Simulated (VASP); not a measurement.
Here is a VASP 6.6.1 calculation.

File INCAR:

```
SYSTEM = HfO2
  PREC = Accurate
  ENCUT = 520
  EDIFF = 1E-6
  ISMEAR = 0
  SIGMA = 0.05
  LREAL = .FALSE.
  LASPH = .TRUE.
  NELM = 100
  ALGO = Normal
  ISIF = 2
  LWAVE = .FALSE.
  LCHARG = .TRUE.
  GGA = PE
  LELF = .TRUE.
  LVHAR = .TRUE.
  NBANDS = 56
```

Contents of KPOINTS:

```
regular mesh
0
G
  6 6 6
  0 0 0
```

The input POSCAR:

```
HfO2
1.0
    5.1150000000      0.0000000000      0.0000000000
    0.0000000000     -5.1150000000      0.0000000000
    0.0000000000      0.0000000000     -5.1150000000
Hf O
4 8
Direct
   -0.0138241795      0.4861758205      0.5000000000
    0.5000000000      0.0000000000      0.5000000000
    0.5000000000      0.5000000000      0.0000000000
    0.0000000000      0.0000000000      0.0000000000
    0.2500000000      0.2500000000      0.2500000000
    0.7500000000      0.7500000000      0.2500000000
    0.7500000000      0.2500000000      0.7500000000
    0.2500000000      0.7500000000      0.7500000000
    0.7500000000      0.7500000000      0.7500000000
    0.2500000000      0.2500000000      0.7500000000
    0.2500000000      0.7500000000      0.2500000000
    0.7500000000      0.2500000000      0.2500000000
```

Potentials or basis: VASP PAW PBE potentials, release 64 (Hf_pv, O).

Command:

```console
$ cat potpaw_PBE.64/Hf_pv/POTCAR potpaw_PBE.64/O/POTCAR > POTCAR
$ mpirun -np 1 vasp_std > vasp.out
```

**Question.** Estimate the largest force.

**Answer.** 1.348 eV/Å.

**Question.** Predict the band gap on the k mesh.

**Answer.** 3.65 eV.

**Question.** Estimate the pressure.

**Answer.** -5.7 GPa.

Forces on the atoms (eV/Å):
```
Hf   0.953 -0.953  0.000
Hf  -0.626  0.626  0.000
Hf  -0.624 -0.608  0.000
Hf   0.608  0.624  0.000
O   -0.051  0.042 -0.007
O   -0.042  0.051 -0.007
O   -0.084  0.084 -0.036
O    0.022 -0.022 -0.061
O   -0.042  0.051  0.007
O   -0.051  0.042  0.007
O    0.022 -0.022  0.061
O   -0.084  0.084  0.036
```

Caveat: the cell differs from its parent crystal (atom 1 (Hf) moved -0.100 Å along Cartesian [1 -1 0]); spin-orbit coupling is left out, which moves the levels of the heavy elements; forces of over 1 eV/Å act on the atoms, so gaps and moduli don't describe the material at rest. A k mesh can miss the band edges.
